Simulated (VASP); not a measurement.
Set up this calculation in VASP 6.6.1, as the native input.

* Task: density of states
* Functional: PBE
* Potentials or basis: VASP PAW PBE potentials, release 64 (Pt, Pb_d, S)
* Cutoff: 520 eV
* k mesh: 8 × 8 × 8
* Occupations: gaussian, width 0.1 eV
* Spin: no spin polarisation
* Dipole correction: no
* k mesh for the DOS: 12 × 12 × 12
* Occupations for the DOS: tetrahedron
* Further INCAR settings: ALGO = Normal; EDIFF = 1e-06

Crystal: PtPbS3.

```xyz
5
Lattice="4.7879 0.0000 0.0000 0.0000 4.7879 0.0000 0.0000 0.0000 4.7879" Properties=species:S:1:pos:R:3 pbc="T T T"
Pt    0.0000    0.0000    0.0000
Pb    2.3940    2.3940    2.3940
S     2.3940    0.0000    0.0000
S     0.0000    2.3940    0.0000
S     0.0000    0.0000    2.3940
```

The input as run:

POSCAR

```
PtPbS3
1.0
    4.7879141343      0.0000000000      0.0000000000
    0.0000000000      4.7879141343      0.0000000000
    0.0000000000      0.0000000000      4.7879141343
Pt Pb S
1 1 3
Direct
    0.0000000000      0.0000000000      0.0000000000
    0.5000000000      0.5000000000      0.5000000000
    0.5000000000      0.0000000000      0.0000000000
    0.0000000000      0.5000000000      0.0000000000
    0.0000000000      0.0000000000      0.5000000000
```

INCAR.step1

```
PREC     = Accurate       # precision mode
ENCUT    = 520            # plane-wave cutoff, eV
EDIFF    = 1E-6           # SCF threshold, eV
ISMEAR   = 0              # smearing method
SIGMA    = 0.1            # smearing width, eV
LREAL    = False          # projectors in reciprocal space
LASPH    = True           # aspherical terms in the spheres
NELM     = 100            # most SCF steps
ALGO     = Normal         # electronic algorithm
ISIF     = 2              # what is computed and relaxed
LWAVE    = False          # write WAVECAR
LCHARG   = True           # write CHGCAR
LMAXMIX  = 4              # l up to which the mixer works
GGA      = PE             # functional
NBANDS   = 29             # bands
```

KPOINTS.step1

```
Automatic mesh
0
Gamma
  8 8 8
```

INCAR.step2

```
PREC     = Accurate       # precision mode
ENCUT    = 520            # plane-wave cutoff, eV
EDIFF    = 1E-6           # SCF threshold, eV
ISMEAR   = -5             # smearing method
SIGMA    = 0.1            # smearing width, eV
LREAL    = False          # projectors in reciprocal space
LASPH    = True           # aspherical terms in the spheres
NELM     = 100            # most SCF steps
ALGO     = Normal         # electronic algorithm
ISIF     = 2              # what is computed and relaxed
LWAVE    = False          # write WAVECAR
LCHARG   = False          # write CHGCAR
LMAXMIX  = 4              # l up to which the mixer works
GGA      = PE             # functional
LORBIT   = 11             # projections on sites
NEDOS    = 2001           # points of the DOS
ICHARG   = 11             # starting density
```

KPOINTS.step2

```
Automatic mesh
0
Gamma
  12 12 12
```

Potentials or basis: VASP PAW PBE potentials, release 64 (Pt, Pb_d, S).

Run with:

```bash
$ cat potpaw_PBE.64/Pt/POTCAR potpaw_PBE.64/Pb_d/POTCAR potpaw_PBE.64/S/POTCAR > POTCAR
$ cp INCAR.step1 INCAR
$ cp KPOINTS.step1 KPOINTS
$ mpirun -np 1 vasp_std > vasp.out
$ cp INCAR.step2 INCAR
$ cp KPOINTS.step2 KPOINTS
$ mpirun -np 1 vasp_std > vasp.out
```

It gave:

| Quantity | Value |
| --- | --- |
| Valence electrons inside the program's atomic spheres | Pt 9.38; Pb 11.69; S 3.63 |

Caveat: spin-orbit coupling is left out, which moves the levels of the heavy elements.

Run time: 2.9 min on 1 thread of Intel(R) Xeon(R) Platinum 8259CL CPU @ 2.50GHz (Skylake/Cascade Lake), on a shared host, peak memory 0.37 GiB.
